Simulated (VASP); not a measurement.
# Ru (P6_3/mmc) in VASP: a series of runs, part 2 of 2

VASP 6.6.1.

## 3. Single point, PBEsol

The input, INCAR:

```
SYSTEM = Ru
PREC     = Accurate       ! precision mode
ENCUT    = 520            ! plane-wave cutoff, eV
EDIFF    = 1E-6           ! SCF threshold, eV
ISMEAR   = 0              ! smearing method
SIGMA    = 0.15           ! smearing width, eV
LREAL    = .False.        ! projectors in reciprocal space
LASPH    = .True.         ! aspherical terms in the spheres
NELM     = 100            ! most SCF steps
ALGO     = Fast           ! electronic algorithm
ISIF     = 2              ! what is computed and relaxed
LWAVE    = .False.        ! write WAVECAR
LCHARG   = .False.        ! write CHGCAR
GGA      = PS             ! functional
NBANDS   = 21             ! bands
```

The input, KPOINTS:

```
Automatic mesh
0
Gamma
  24 24 14
  0 0 0
```

The input, POSCAR:

```
Ru
1.0
    2.6895239993      0.0000000000      0.0000000000
   -1.3447619996      2.3291961074      0.0000000000
    0.0000000000      0.0000000000      4.2519209527
Ru
2
Direct
    0.3333333333      0.6666666667      0.2500000000
    0.6666666667      0.3333333333      0.7500000000
```

Potentials or basis: VASP PAW PBE potentials, release 64 (Ru_pv).

Command:

```bash
$ cat potpaw_PBE.64/Ru_pv/POTCAR > POTCAR
$ mpirun -np 1 vasp_std > vasp.out
```

OUTCAR:

```text
SYSTEM = Ru
   PREC = Accurate
   ENCUT = 520
   EDIFF = 1E-6
   ISMEAR = 0
   LREAL = .False.
   LASPH = .True.
   NELM = 100
   ISIF = 2
   GGA = PS

 ion  position               nearest neighbor table
   1  0.333  0.667  0.250-   2 2.63   2 2.63   2 2.63   2 2.63   2 2.63   2 2.63
   2  0.667  0.333  0.750-   1 2.63   1 2.63   1 2.63   1 2.63   1 2.63   1 2.63

  LATTYP: Found a hexagonal cell.
 ALAT       =     2.6895239993
 C/A-ratio  =     1.5809195061

  Lattice vectors:

 A1 = (   2.6895239993,   0.0000000000,   0.0000000000)
 A2 = (  -1.3447619996,   2.3291961074,   0.0000000000)
 A3 = (   0.0000000000,   0.0000000000,   4.2519209527)

Analysis of symmetry for initial positions (statically):
=====================================================================
 Subroutine PRICEL returns:
 Original cell was already a primitive cell.

 Routine SETGRP: Setting up the symmetry group for a
 hexagonal supercell.

 Subroutine GETGRP returns: Found 24 space group operations
 (whereof 12 operations were pure point group operations)
 out of a pool of 24 trial point group operations.

The static configuration has the point symmetry D_3d.
 The point group associated with its full space group is D_6h.

Analysis of symmetry for dynamics (positions and initial velocities):
=====================================================================
 Subroutine PRICEL returns:
 Original cell was already a primitive cell.

 Routine SETGRP: Setting up the symmetry group for a
 hexagonal supercell.

 Subroutine GETGRP returns: Found 24 space group operations
 (whereof 12 operations were pure point group operations)
 out of a pool of 24 trial point group operations.

The dynamic configuration has the point symmetry D_3d.
 The point group associated with its full space group is D_6h.

 Subroutine INISYM returns: Found 24 space group operations
 (whereof 12 operations are pure point group operations),
 and found     1 'primitive' translations

----------------------------------------------------------------------------------------

[... 112 lines left out ...]
     AMIX_MAG =   1.60;   BMIX_MAG =  1.00
  volume/ion in A,a.u.               =      13.32        89.87
  Fermi-wavevector in a.u.,A,eV,Ry     =   1.664582  3.145605 37.699491  2.770834
  Thomas-Fermi vector in A             =   2.751101
   LORBIT       =      0    0 simple, 1 ext, 2 COOP (PROOUT), +10 PAW based schemes
   GGA     = PS    functional components
   LHFCALC =     F    Hartree Fock is set to
   AEXX    =    0.0000 exact exchange contribution
   IVDW    =     0    specifies the selected vdW correction
   LEPSILON=     F    determine dielectric tensor
   LRPA    =     F    only Hartree local field effects (RPA)
 non-spin polarized calculation
 RMM-DIIS sequential band-by-band and
 Gauss-broadening in eV      SIGMA  =   0.15
  energy-cutoff  :      520.00
  volume of cell :       26.64
 maximum number of plane-waves:       738
 NGX is ok and might be reduce to    20
   NGX =  9   NGY =  9   NGZ = 15

 number of electron      27.9999997 magnetization

 Free energy of the ion-electron system (eV)
  ---------------------------------------------------
  ext. energy  EPLUGINS =         0.00000000
  ---------------------------------------------------
  free energy    TOTEN  =       -20.34942304 eV

  energy without entropy =      -20.32895875  energy(sigma->0) =      -20.33919089

 E-fermi :  13.0646     XC(G=0): -14.4004

 val. band max:       13.0643507583   @ k =   0.5000  -0.0000   0.3571
 cond. band min:      13.0741622201   @ k =   0.4583   0.0833   0.2857
 fundamental gap:      0.0098114618
 Fermi energy:        13.0645652129

 k-point     1 :       0.0000    0.0000    0.0000
  band No.  band energies     occupation
      1     -30.6239      2.00000
      2     -29.6254      2.00000
      3     -29.6254      2.00000
      4     -29.4430      2.00000
      5     -29.4430      2.00000
      6     -29.3960      2.00000
[... 565 lines left out ...]
     20      25.2032      0.00000
     21      25.9478      0.00000

 [... further k-points ...]

------------------------ aborting loop because EDIFF is reached ----------------------------------------

  FORCE on cell =-STRESS in cart. coord.  units (eV):
  Direction    XX          YY          ZZ          XY          YZ          ZX
  --------------------------------------------------------------------------------------
  -------------------------------------------------------------------------------------
  Total        0.0548032      0.0548032     -0.0808545      0.0000000      0.0000000     -0.0000000
  in kB        3.2964771      3.2964771     -4.8634903      0.0000000      0.0000000     -0.0000000
  external PRESSURE =       0.5764880 kB  Pullay stress =       0.0000000 kB

 VOLUME and BASIS-vectors are now :
 -----------------------------------------------------------------------------
  energy-cutoff  :      520.00
  volume of cell :       26.64
      direct lattice vectors                 reciprocal lattice vectors
     2.689523999  0.000000000  0.000000000     0.371813005  0.214666338  0.000000000
    -1.344762000  2.329196107  0.000000000     0.000000000  0.429332677  0.000000000
     0.000000000  0.000000000  4.251920953     0.000000000  0.000000000  0.235187815

 POSITION                                       TOTAL-FORCE (eV/Angst)
 -----------------------------------------------------------------------------------
     -0.00000      1.55280      1.06298         0.000000     -0.000000      0.000000
      1.34476      0.77640      3.18894        -0.000000      0.000000      0.000000
 -----------------------------------------------------------------------------------
    total drift:                               -0.000000      0.000000     -0.000000

  FREE ENERGIE OF THE ION-ELECTRON SYSTEM (eV)
  ---------------------------------------------------
  free  energy   TOTEN  =       -20.3494230377 eV

  energy  without entropy=      -20.3289587512  energy(sigma->0) =      -20.33919089
```

OSZICAR:

```text
N       E                     dE             d eps       ncg     rms          rms(c)
DAV:   1     0.286580856300E+03    0.28658E+03   -0.17512E+04 20544   0.149E+03
DAV:   2    -0.159923666257E+02   -0.30257E+03   -0.29306E+03 20986   0.446E+02
DAV:   3    -0.218965565836E+02   -0.59042E+01   -0.58727E+01 24046   0.698E+01
DAV:   4    -0.219402578341E+02   -0.43701E-01   -0.43640E-01 25902   0.575E+00
DAV:   5    -0.219407992420E+02   -0.54141E-03   -0.53773E-03 23280   0.572E-01    0.202E+01
RMM:   6    -0.204612987983E+02    0.14795E+01   -0.31684E+00 21101   0.148E+01    0.522E+00
RMM:   7    -0.203588240443E+02    0.10247E+00   -0.42386E-01 22786   0.482E+00    0.954E-01
RMM:   8    -0.203510702048E+02    0.77538E-02   -0.23759E-02 23315   0.149E+00    0.539E-01
RMM:   9    -0.203493960672E+02    0.16741E-02   -0.32230E-03 23629   0.508E-01    0.800E-02
RMM:  10    -0.203494178169E+02   -0.21750E-04   -0.53514E-04 24227   0.217E-01    0.241E-02
RMM:  11    -0.203494230167E+02   -0.51998E-05   -0.92000E-05 25752   0.692E-02    0.112E-02
RMM:  12    -0.203494239520E+02   -0.93529E-06   -0.13405E-05 23444   0.292E-02    0.630E-03
RMM:  13    -0.203494230377E+02    0.91425E-06   -0.34337E-06 19340   0.166E-02
   1 F= -.20349423E+02 E0= -.20339191E+02  d E =-.204643E-01
```

It took 1.7 min on 1 thread of AMD EPYC 9R45 (Zen 5), shared host; peak memory 0.28 GiB.

Results:

- Free energy: -20.3494 eV
- Pressure: 0.1 GPa
- Band gap on the k mesh: zero (bands 14 and 15 overlap by 3.29 eV)

Levels at points of the mesh, in eV from the Fermi level:
```csv
k point,band 10,band 11,band 12,band 13,band 14,band 15,band 16,band 17,band 18,band 19
"(0.00, 0.00, 0.00)",-2.70,-2.50,-1.99,-1.99,-1.45,-1.45,1.22,1.22,1.26,10.20
"(0.50, 0.00, 0.00)",-3.13,-2.14,-1.87,-1.57,1.47,1.91,1.99,4.15,6.22,11.18
"(0.00, 0.00, 0.50)",-2.87,-2.87,-2.87,-2.81,-2.81,0.56,0.56,0.56,0.56,10.24
"(0.50, 0.00, 0.50)",-4.68,-1.10,-1.10,0.43,0.43,1.74,1.74,3.43,3.43,10.23
```

Caveat: the PAW data sets were made with another functional, which shifts forces and pressure a little.

## 4. Single point, PBEsol

The input, INCAR:

```
PREC     = Accurate       # precision mode
ENCUT    = 520            # plane-wave cutoff, eV
EDIFF    = 1E-6           # SCF threshold, eV
ISMEAR   = 0              # smearing method
SIGMA    = 0.15           # smearing width, eV
LREAL    = False          # projectors in reciprocal space
LASPH    = True           # aspherical terms in the spheres
NELM     = 100            # most SCF steps
ALGO     = Fast           # electronic algorithm
ISIF     = 2              # what is computed and relaxed
LWAVE    = False          # write WAVECAR
LCHARG   = False          # write CHGCAR
GGA      = PS             # functional
NBANDS   = 21             # bands
```

The input, KPOINTS:

```
Automatic mesh
0
Gamma
  30 30 16
```

POSCAR is that of step 3.

Command:

```bash
$ cat potpaw_PBE.64/Ru_pv/POTCAR > POTCAR
$ mpirun -np 1 vasp_std > vasp.out
```

Run time: 2.8 min. Hardware: 1 thread of AMD EPYC 9R45 (Zen 5), shared host; peak memory 0.4 GiB.

Results (log left out):

```yaml
Free_energy: -20.3515 eV
Pressure: 0.0 GPa
Band_gap_on_the_k_mesh: zero (bands 14 and 15 overlap by 3.35 eV)
```

Stress tensor (GPa, compression positive):
```
 0.31  0.00  0.00
 0.00  0.31  0.00
 0.00  0.00 -0.55
```

Levels at points of the mesh, in eV from the Fermi level:
```
           k point  band 10  band 11  band 12  band 13  band 14  band 15  band 16  band 17  band 18  band 19
(0.00, 0.00, 0.00)    -2.70    -2.51    -1.99    -1.99    -1.45    -1.45     1.21     1.21     1.26    10.20
(0.50, 0.00, 0.00)    -3.13    -2.15    -1.88    -1.58     1.47     1.90     1.99     4.15     6.22    11.18
(0.00, 0.00, 0.50)    -2.87    -2.87    -2.87    -2.81    -2.81     0.56     0.56     0.56     0.56    10.24
(0.50, 0.00, 0.50)    -4.69    -1.11    -1.11     0.43     0.43     1.73     1.73     3.43     3.43    10.22
```

Caveat: the PAW data sets were made with another functional, which shifts forces and pressure a little.

## 5. Relaxation of cell and atoms, PBEsol, target pressure 3 GPa, at which the enthalpy is minimised

The input, INCAR:

```
PREC = Accurate
ENCUT = 600
EDIFF = 1E-7
ISMEAR = -1
SIGMA = 0.15
LREAL = False
LASPH = True
NELM = 100
ALGO = Fast
ISIF = 3
LWAVE = False
LCHARG = False
GGA = PS
IBRION = 2
NSW = 80
EDIFFG = -0.001
PSTRESS = 30.0
```

The input, KPOINTS:

```
regular mesh
0
Gamma
  18 18 10
```

The input, POSCAR:

```
Ru
1.0
    2.6916927100      0.0000000000      0.0000000000
   -1.3458463550      2.3310742660      0.0000000000
    0.0000000000      0.0000000000      4.2517439378
Ru
2
Direct
    0.3333333333      0.6666666667      0.2500000000
    0.6666666667      0.3333333333      0.7500000000
```

Potentials or basis: VASP PAW PBE potentials, release 64 (Ru_pv).

Command:

```bash
$ cat potpaw_PBE.64/Ru_pv/POTCAR > POTCAR
$ mpirun -np 1 vasp_std > vasp.out
```

OUTCAR:

```text
PREC = Accurate
   ENCUT = 600
   EDIFF = 1E-7
   ISMEAR = -1
   LREAL = False
   LASPH = True
   NELM = 100
   ISIF = 3
   GGA = PS
   IBRION = 2
   NSW = 80
   EDIFFG = -0.001
   PSTRESS = 30.0

 ion  position               nearest neighbor table
   1  0.333  0.667  0.250-   2 2.63   2 2.63   2 2.63   2 2.63   2 2.63   2 2.63
   2  0.667  0.333  0.750-   1 2.63   1 2.63   1 2.63   1 2.63   1 2.63   1 2.63

  LATTYP: Found a hexagonal cell.
 ALAT       =     2.6916927100
 C/A-ratio  =     1.5795799877

  Lattice vectors:

 A1 = (   2.6916927100,   0.0000000000,   0.0000000000)
 A2 = (  -1.3458463550,   2.3310742660,   0.0000000000)
 A3 = (   0.0000000000,   0.0000000000,   4.2517439378)

[... 374 lines left out ...]
  ext. energy  EPLUGINS =         0.00000000
  ---------------------------------------------------
  free energy    TOTEN  =       -20.39983100 eV

  energy without entropy =      -20.28087655  energy(sigma->0) =      -20.34035377

 E-fermi :  13.2025     XC(G=0): -14.4442

 val. band max:       13.1850758295   @ k =   0.4444   0.1111   0.5000
 cond. band min:      13.2053562762   @ k =   0.2222   0.1111   0.1000
 fundamental gap:      0.0202804467
 Fermi energy:        13.2025071997

 k-point     1 :       0.0000    0.0000    0.0000
  band No.  band energies     occupation
      1     -30.5165      2.00000
      2     -29.4911      2.00000
      3     -29.4911      2.00000
      4     -29.3040      2.00000
      5     -29.3040      2.00000
      6     -29.2581      2.00000
[... 481 lines left out ...]
      5     -29.5776      2.00000
      6     -29.4924      2.00000
[... 10 lines left out ...]
     17      17.0703      0.00000
     18      20.7844      0.00000

 [... further k-points ...]

------------------------ aborting loop because EDIFF is reached ----------------------------------------

  FORCE on cell =-STRESS in cart. coord.  units (eV):
  Direction    XX          YY          ZZ          XY          YZ          ZX
  --------------------------------------------------------------------------------------
  -------------------------------------------------------------------------------------
  Total        0.4968884      0.4968884      0.4967496     -0.0000000      0.0000000      0.0000000
  in kB       30.1034822     30.1034822     30.0950758     -0.0000000      0.0000000      0.0000000
  external PRESSURE =       0.1006801 kB  Pullay stress =      30.0000000 kB
[... 21 lines left out ...]
  energy  without entropy=      -20.2808765470  energy(sigma->0) =      -20.34035377

  enthalpy is  TOTEN    =       -19.9046506943 eV   P V=        0.4951803034

 reached required accuracy - stopping structural energy minimisation
```

It took 7.8 min on 1 thread of Intel Xeon Platinum 8259CL at 2.50GHz (Skylake/Cascade Lake), shared host; peak memory 0.25 GiB.

Results:

```
Free energy                                                : -20.3998 eV
Relaxed volume                                             : 13.22 Å³/atom
Relaxed cell                                               : a = 2.683 Å, b = 2.683 Å, c = 4.241 Å, α = 90.00°, β = 90.00°, γ = 120.00°
Space group after relaxing (to 0.1 Å)                      : P6_3/mmc (No. 194)
Energy change on relaxing (the run minimises the enthalpy) : +1.0 meV/atom
Ionic steps                                                : 11
Pressure after relaxing                                    : 3.0 GPa
Band gap on the k mesh                                     : zero (bands 14 and 15 overlap by 3.26 eV)
```

The path:
```csv
step,energy change (eV),largest force (eV/Å),pressure (GPa),volume (Å³)
1,0.0000,0.0000,-0.07,26.68
2,0.0408,0.0000,14.01,25.70
3,0.0020,0.0000,2.96,26.45
4,0.0021,0.0000,3.03,26.44
5,0.0021,0.0000,3.03,26.44
6,0.0021,0.0000,3.03,26.44
7,0.0021,0.0000,3.02,26.44
8,0.0021,0.0000,3.02,26.44
9,0.0021,0.0000,3.02,26.44
10,0.0020,0.0000,2.94,26.45
11,0.0021,0.0000,3.01,26.45
```

Final structure:
```
CELL_PARAMETERS angstrom
2.68347 0.00000 0.00000
-1.34174 2.32396 0.00000
0.00000 0.00000 4.24060
ATOMIC_POSITIONS crystal
Ru 0.33333 0.66667 0.25000
Ru 0.66667 0.33333 0.75000
```

Levels at points of the mesh, in eV from the Fermi level:
```
           k point  band 10  band 11  band 12  band 13  band 14  band 15  band 16  band 17  band 18
(0.00, 0.00, 0.00)    -2.73    -2.53    -2.01    -2.01    -1.47    -1.47     1.23     1.23     1.27
(0.50, 0.00, 0.00)    -3.17    -2.16    -1.89    -1.59     1.49     1.93     2.02     4.19     6.28
(0.00, 0.00, 0.50)    -2.90    -2.90    -2.90    -2.83    -2.83     0.57     0.57     0.57     0.57
(0.50, 0.00, 0.50)    -4.73    -1.12    -1.12     0.44     0.44     1.76     1.76     3.46     3.46
```

Caveat: the cell is relaxed towards a set pressure, so the run minimises the enthalpy, not the energy; the PAW data sets were made with another functional, which shifts forces and pressure a little.

## 6. The runs side by side

| task | cell | k mesh | cutoff (eV) | smearing | gap on the mesh (eV) | pressure (GPa) |
| --- | --- | --- | --- | --- | --- | --- |
| single point | a = 2.690, b = 2.690, c = 4.252 Å, angles 90.0, 90.0, 120.0°, 2 atoms | 18 × 18 × 10 | 520 | gaussian 0.1 eV | none | 0.0 |
| single point | a = 2.690, b = 2.690, c = 4.252 Å, angles 90.0, 90.0, 120.0°, 2 atoms | 24 × 24 × 14 | 520 | gaussian 0.15 eV | none | 0.1 |
| single point | a = 2.690, b = 2.690, c = 4.252 Å, angles 90.0, 90.0, 120.0°, 2 atoms | 30 × 30 × 16 | 520 | gaussian 0.15 eV | none | 0.0 |
| relaxation of cell and atoms | relaxed to 3 GPa from a = 2.692, b = 2.692, c = 4.252 Å, angles 90.0, 90.0, 120.0°, 2 atoms | 18 × 18 × 10 | 600 | fermi-dirac 0.15 eV | none | 3.0 |

Alike in all rows: level PBEsol; potentials or basis VASP PAW PBE potentials, release 64 (Ru_pv); no spin polarisation.

Caveats: the PAW data sets were made with another functional, which shifts forces and pressure a little; the cell is relaxed towards a set pressure, so the run minimises the enthalpy, not the energy (at least some runs).

Total energies depend on the potentials used, so only differences within one code and one set of settings carry meaning.
